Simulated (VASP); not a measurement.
# W in VASP: single point with PBE

Aim: the single point of W with PBE.

All numbers are computed with VASP 6.6.1; they aren't measurements. Logs are shortened: lines on timing, memory, paths and dates and some standing lists are left out, and cuts for length are marked.

## Step 1: The cell of the first run

The cell holds a molecule in a box, 1 atom: a = 15.000 Å, b = 15.500 Å, c = 16.000 Å, α = 90.00°, β = 90.00°, γ = 90.00°.

## Step 2: Single point, PBE, collinear spin

Contents of INCAR:

```
SYSTEM = W
PREC = Accurate
ENCUT = 520
EDIFF = 1E-7
ISMEAR = 0
SIGMA = 0.005
LREAL = .False.
LASPH = .True.
NELM = 150
ALGO = Normal
ISIF = 2
LWAVE = .False.
LCHARG = .False.
ISPIN = 2
MAGMOM = 4
LORBIT = 11
LMAXMIX = 4
GGA = PE
NBANDS = 17
ISYM = 0
```

Contents of KPOINTS:

```
Automatic mesh
0
Gamma
  1 1 1
  0 0 0
```

Contents of POSCAR:

```
W
1.0
   15.0000000000      0.0000000000      0.0000000000
    0.0000000000     15.5000000000      0.0000000000
    0.0000000000      0.0000000000     16.0000000000
W
1
Direct
    0.5000000000      0.5000000000      0.5000000000
```

Potentials or basis: VASP PAW PBE potentials, release 64 (W_sv).

Run with:

```bash
cat potpaw_PBE.64/W_sv/POTCAR > POTCAR
mpirun -np 1 vasp_gam > vasp.out
```

OUTCAR:

```text
SYSTEM = W
   PREC = Accurate
   ENCUT = 520
   EDIFF = 1E-7
   ISMEAR = 0
   LREAL = .False.
   LASPH = .True.
   NELM = 150
   ISIF = 2
   ISPIN = 2
   LORBIT = 11
   GGA = PE
   ISYM = 0

 ion  position               nearest neighbor table
   1  0.500  0.500  0.500-

IMPORTANT INFORMATION: All symmetrisations will be switched off!
NOSYMM: (Re-)initialisation of all symmetry stuff for point group C_1.

----------------------------------------------------------------------------------------

                                     Primitive cell

  volume of cell :    3720.0000

  direct lattice vectors                    reciprocal lattice vectors
    15.000000000  0.000000000  0.000000000     0.066666667  0.000000000  0.000000000
     0.000000000 15.500000000  0.000000000     0.000000000  0.064516129  0.000000000
     0.000000000  0.000000000 16.000000000     0.000000000  0.000000000  0.062500000

  length of vectors
    15.000000000 15.500000000 16.000000000     0.066666667  0.064516129  0.062500000

  position of ions in fractional coordinates (direct lattice)
     0.500000000  0.500000000  0.500000000

  ion indices of the primitive-cell ions
   primitive index   ion index
                 1           1

----------------------------------------------------------------------------------------

 KPOINTS: Automatic mesh

Automatic generation of k-mesh.
 Grid dimensions read from file:
 generate k-points for:    1    1    1

 Generating k-lattice:

  Cartesian coordinates                     Fractional coordinates (reciprocal lattice)
     0.066666667  0.000000000  0.000000000     1.000000000  0.000000000  0.000000000
     0.000000000  0.064516129  0.000000000     0.000000000  1.000000000  0.000000000
     0.000000000  0.000000000  0.062500000     0.000000000  0.000000000  1.000000000

  Length of vectors
     0.066666667  0.064516129  0.062500000

  Shift w.r.t. Gamma in fractional coordinates (k-lattice)
     0.000000000  0.000000000  0.000000000

 Subroutine IBZKPT returns following result:
 ===========================================

 Found      1 irreducible k-points:

 Following reciprocal coordinates:
            Coordinates               Weight
  0.000000  0.000000  0.000000      1.000000
   k-points           NKPTS =      1   k-points in BZ     NKDIM =      1   number of bands    NBANDS=     17
   number of dos      NEDOS =    301   number of ions     NIONS =      1
   total plane-waves  NPLWV = ******
   dimension x,y,z NGX =   112 NGY =  120 NGZ =  120
   dimension x,y,z NGXF=   224 NGYF=  240 NGZF=  240
   ions per type =               1
   NGX,Y,Z   is equivalent  to a cutoff of  12.41, 12.87, 12.47 a.u.
   NGXF,Y,Z  is equivalent  to a cutoff of  24.83, 25.74, 24.94 a.u.
 SYSTEM =  W
   PREC   = accura    normal or accurate (medium, high low for compatibility)
   ISTART =      0    job   : 0-new  1-cont  2-samecut
   ICHARG =      2    charge: 1-file 2-atom 10-const
   ISPIN  =      2    spin polarized calculation?
   LNONCOLLINEAR =      F non collinear calculations
   LSORBIT =      F    spin-orbit coupling
   LASPH  =      T    aspherical Exc in radial PAW
   ENCUT  =  520.0 eV  38.22 Ry    6.18 a.u.  27.89 28.82 29.75*2*pi/ulx,y,z
   NELM   =    150;   NELMIN=  2; NELMDL= -5     # of ELM steps
   EDIFF  = 0.1E-06   stopping-criterion for ELM
   LREAL  =      F    real-space projection
   EDIFFG = 0.1E-05   stopping-criterion for IOM
   NSW    =      0    number of steps for IOM
   IBRION =     -1    ionic relax: 0-MD 1-quasi-New 2-CG
   NFREE  =      0    steps in history (QN), initial steepest desc. (CG)
   ISIF   =      2    stress and relaxation
   ISYM   =      0    0-nonsym 1-usesym 2-fastsym
   POTIM  = 0.5000    time-step for ionic-motion
   TEBEG  =    0.0;   TEEND  =   0.0 temperature during run
   PSTRESS=    0.0 pullay stress
   NELECT =      14.0000    total number of electrons
   NUPDOWN=      -1.0000    fix difference up-down
   EMIN   =  10.00;   EMAX   =-10.00  energy-range for DOS
   EFERMI =   0.00;   METHOD = LEGACY
   ISMEAR =     0;   SIGMA  =   0.01  broadening in eV -4-tet -1-fermi 0-gaus
   EFERMI_NEDOS =   21; number of points for ismear=-14 and -15
   IALGO  =     38    algorithm
   IMIX   =      4    mixing-type and parameters
     AMIX     =   0.40;   BMIX     =  1.00
     AMIX_MAG =   1.60;   BMIX_MAG =  1.00
  volume/ion in A,a.u.               =    3720.00     25103.80
  Fermi-wavevector in a.u.,A,eV,Ry     =   0.254646  0.481211  0.882263  0.064844
  Thomas-Fermi vector in A             =   1.076024
   LORBIT       =     11    0 simple, 1 ext, 2 COOP (PROOUT), +10 PAW based schemes
   GGA     = PE    functional components
   LHFCALC =     F    Hartree Fock is set to
   AEXX    =    0.0000 exact exchange contribution
   IVDW    =     0    specifies the selected vdW correction
   LEPSILON=     F    determine dielectric tensor
   LRPA    =     F    only Hartree local field effects (RPA)
 spin polarized calculation
 Gauss-broadening in eV      SIGMA  =   0.01
  energy-cutoff  :      520.00
  volume of cell :     3720.00
 maximum number of plane-waves:     50071
 NGX is ok and might be reduce to   112
   NGX = 55   NGY = 57   NGZ = 59

 number of electron      13.9999998 magnetization       6.0000164

 Free energy of the ion-electron system (eV)
  ---------------------------------------------------
  ext. energy  EPLUGINS =         0.00000000
  ---------------------------------------------------
  free energy    TOTEN  =        -4.57095424 eV

  energy without entropy =       -4.57095424  energy(sigma->0) =       -4.57095424

 E-fermi :  -3.9478     XC(G=0):  -0.2336

 val. band max:       -4.0231781144   @ k =   0.0000   0.0000   0.0000
 cond. band min:      -2.4724612583   @ k =   0.0000   0.0000   0.0000
 fundamental gap:      1.5507168561
 Fermi energy:        -3.9478417604

 spin component 1

 k-point     1 :       0.0000    0.0000    0.0000
  band No.  band energies     occupation
      1     -77.0704      1.00000
      2     -41.6517      1.00000
      3     -41.6517      1.00000
      4     -41.6517      1.00000
      5      -5.7178      1.00000
      6      -4.0232      1.00000
[... 9 lines left out ...]
     16       0.5050      0.00000
     17       0.5422      0.00000
 Fermi energy:        -3.9478417604

 spin component 2

 k-point     1 :       0.0000    0.0000    0.0000
  band No.  band energies     occupation
      1     -75.3387      1.00000
      2     -39.2744      1.00000
      3     -39.2744      1.00000
      4     -39.2744      1.00000
      5      -2.4725      0.00000
      6      -0.7105      0.00000
[... 9 lines left out ...]
     16       0.7127      0.00000
     17       0.8716      0.00000

------------------------ aborting loop because EDIFF is reached ----------------------------------------

  FORCE on cell =-STRESS in cart. coord.  units (eV):
  Direction    XX          YY          ZZ          XY          YZ          ZX
  --------------------------------------------------------------------------------------
  -------------------------------------------------------------------------------------
  Total       -0.0097801     -0.0101804     -0.0103099     -0.0000031     -0.0000011      0.0000012
  in kB       -0.0042122     -0.0043846     -0.0044404     -0.0000013     -0.0000005      0.0000005
  external PRESSURE =      -0.0043457 kB  Pullay stress =       0.0000000 kB

 VOLUME and BASIS-vectors are now :
 -----------------------------------------------------------------------------
  energy-cutoff  :      520.00
  volume of cell :     3720.00
      direct lattice vectors                 reciprocal lattice vectors
    15.000000000  0.000000000  0.000000000     0.066666667  0.000000000  0.000000000
     0.000000000 15.500000000  0.000000000     0.000000000  0.064516129  0.000000000
     0.000000000  0.000000000 16.000000000     0.000000000  0.000000000  0.062500000

 POSITION                                       TOTAL-FORCE (eV/Angst)
 -----------------------------------------------------------------------------------
      7.50000      7.75000      8.00000        -0.000000      0.000000     -0.000000
 -----------------------------------------------------------------------------------
    total drift:                               -0.000000      0.000000     -0.000000

  FREE ENERGIE OF THE ION-ELECTRON SYSTEM (eV)
  ---------------------------------------------------
  free  energy   TOTEN  =        -4.5709542436 eV

  energy  without entropy=       -4.5709542436  energy(sigma->0) =       -4.57095424

 total charge

# of ion       s       p       d       tot
------------------------------------------
    1        2.306   5.928   3.622  11.856

 magnetization (x)

# of ion       s       p       d       tot
------------------------------------------
    1        0.311   0.005   3.622   3.937
```

stdout:

```text
POSCAR found type information on POSCAR W
 POSCAR found :  1 types and       1 ions
 scaLAPACK will be used
 LDA part: xc-table for (Slater+PW92), standard interpolation
 POSCAR, INCAR and KPOINTS ok, starting setup
 FFT: planning ... GRIDC
 FFT: planning ... GRID_SOFT
 FFT: planning ... GRID
 WAVECAR not read
 entering main loop
```

It took 23 min on 1 thread of Intel Xeon 8259CL, shared host; peak memory 3.4 GiB.

What came out:

* Free energy: -4.5710 eV
* Gap between the frontier levels: 1.55 eV
* Net moment: 6.00 μB per cell
* Site moments: W +3.94 μB
* Valence electrons inside the program's atomic spheres: W 11.86

Caveat: spin-orbit coupling is left out, which moves the levels of the heavy elements.
